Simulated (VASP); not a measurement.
Wanted: the native input for a VASP 6.6.1 run.

```
Task                               : single point
Functional                         : r2SCANh
Potentials or basis                : VASP PAW PBE potentials, release 64 (Br, K_sv)
Cutoff                             : 520 eV
k mesh                             : 4 × 4 × 4
Occupations                        : fermi-dirac, width 0.05 eV
Spin                               : no spin polarisation
Dipole correction                  : no
Grid for exact exchange (PRECFOCK) : Normal
Further INCAR settings             : ALGO = Normal; EDIFF = 1e-07; NBANDS = 15
Share of exact exchange            : 0.1
```

The system is KBr.

```xyz
2
Lattice="0.0000 3.3000 3.3000 3.3000 0.0000 3.3000 3.3000 3.3000 0.0000" Properties=species:S:1:pos:R:3 pbc="T T T"
Br    3.3000    3.3000    3.3000
K     0.0000    0.0000    0.0000
```

One way to write it, as run:

POSCAR

```
KBr
1.0
    0.0000000000      3.3000000000      3.3000000000
    3.3000000000      0.0000000000      3.3000000000
    3.3000000000      3.3000000000      0.0000000000
Br K
1 1
Direct
    0.5000000000      0.5000000000      0.5000000000
    0.0000000000      0.0000000000      0.0000000000
```

INCAR.step1

```
PREC = Accurate
ENCUT = 520
EDIFF = 1E-5
ISMEAR = -1
SIGMA = 0.05
LREAL = F
LASPH = T
NELM = 100
ALGO = Normal
ISIF = 2
LWAVE = T
LCHARG = F
GGA = PE
NBANDS = 15
```

INCAR.step2

```
PREC = Accurate
ENCUT = 520
EDIFF = 1E-7
ISMEAR = -1
SIGMA = 0.05
LREAL = F
LASPH = T
NELM = 100
ALGO = Normal
ISIF = 2
LWAVE = F
LCHARG = F
METAGGA = R2SCAN
LHFCALC = T
AEXX = 0.1
LMIXTAU = T
PRECFOCK = Normal
ISTART = 1
NBANDS = 15
```

KPOINTS

```
Automatic mesh
0
Gamma
  4 4 4
```

Potentials or basis: VASP PAW PBE potentials, release 64 (Br, K_sv).

The run is started by

```sh
$ cat potpaw_PBE.64/Br/POTCAR potpaw_PBE.64/K_sv/POTCAR > POTCAR
$ cp INCAR.step1 INCAR
$ mpirun -np 1 vasp_std > vasp.out
$ cp INCAR.step2 INCAR
$ mpirun -np 1 vasp_std > vasp.out
```

Results of the run:

The pressure is 0.0 GPa and the band gap on the k mesh is 5.71 eV.

Caveat: the PAW data sets were made with another functional, which shifts forces and pressure a little.

Wall time 36 min on 1 thread of AMD EPYC 7R43 64-Core Processor (Zen 3), on a shared host, peak memory 0.19 GiB.
